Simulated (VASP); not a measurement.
Runs of VASP 6.6.1 on Sn. The structure is that of space group P6_3/mmc (No. 194), or close to it. The cells are those of the table. 

| cell | k mesh | gap on the mesh (eV) | pressure (GPa) |
| --- | --- | --- | --- |
| a = 3.493, b = 3.493, c = 5.802 Å, angles 90.0, 90.0, 120.0°, 2 atoms | 12 × 12 × 6 | none | 0.0 |
| a = 3.446, b = 3.446, c = 5.724 Å, angles 90.0, 90.0, 120.0°, 2 atoms | 12 × 12 × 6 | none | 1.6 |
| a = 3.398, b = 3.398, c = 5.643 Å, angles 90.0, 90.0, 120.0°, 2 atoms | 12 × 12 × 6 | none | 3.6 |
| a = 3.628, b = 3.628, c = 6.026 Å, angles 90.0, 90.0, 120.0°, 2 atoms | 12 × 12 × 6 | none | (b) |
| a = 3.348, b = 3.348, c = 5.560 Å, angles 90.0, 90.0, 120.0°, 2 atoms | 12 × 12 × 6 | none | 6.2 |
| a = 3.539, b = 3.539, c = 5.879 Å, angles 90.0, 90.0, 120.0°, 2 atoms | 12 × 12 × 6 | none | -1.3 |
| a = 3.584, b = 3.584, c = 5.953 Å, angles 90.0, 90.0, 120.0°, 2 atoms | 12 × 12 × 6 | none | (a) |
| a = 3.493, b = 3.493, c = 5.802 Å, angles 90.0, 90.0, 120.0°, 2 atoms | 17 × 17 × 9 | none | 0.0 |

Alike in all rows: task single point; level BLYP; potentials or basis VASP PAW PBE potentials, release 64 (Sn_d); no spin polarisation; cutoff (eV) 520; smearing fermi-dirac 0.1 eV.

Problem. Fill in the values left out.

Solution. (a) -2.3; (b) -3.1.

Caveats: the PAW data sets were made with another functional, which shifts forces and pressure a little; spin-orbit coupling is left out, which moves the levels of the heavy elements.

A k mesh can miss the band edges, and the runs leave out spin-orbit coupling on Sn.

A gap of «none» marks levels without a gap at the run's occupations.
